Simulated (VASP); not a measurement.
Runs of VASP 6.6.1 on Zn3PbO. The structure is that of space group Pm-3m (No. 221), or close to it. The cells are those of the table. 

```csv
cell,gap on the mesh (eV),pressure (GPa)
"a = 4.417 Å, 5 atoms",none,(a)
"a = 4.376 Å, 5 atoms",none,2.2
"a = 4.388 Å, 5 atoms",none,1.6
"a = 4.447 Å, 5 atoms",none,-1.0
```

Alike in all rows: level PBE; potentials or basis VASP PAW PBE potentials, release 64 (Zn, Pb_d, O); no spin polarisation; k mesh 8 × 8 × 8; cutoff (eV) 520; smearing fermi-dirac 0.15 eV.

Question: Fill in the values left out.

Answer: (a) 0.2.

Caveats: spin-orbit coupling is left out, which moves the levels of the heavy elements.

A k mesh can miss the band edges, and the runs leave out spin-orbit coupling on Pb.

A gap of «none» marks levels without a gap at the run's occupations.
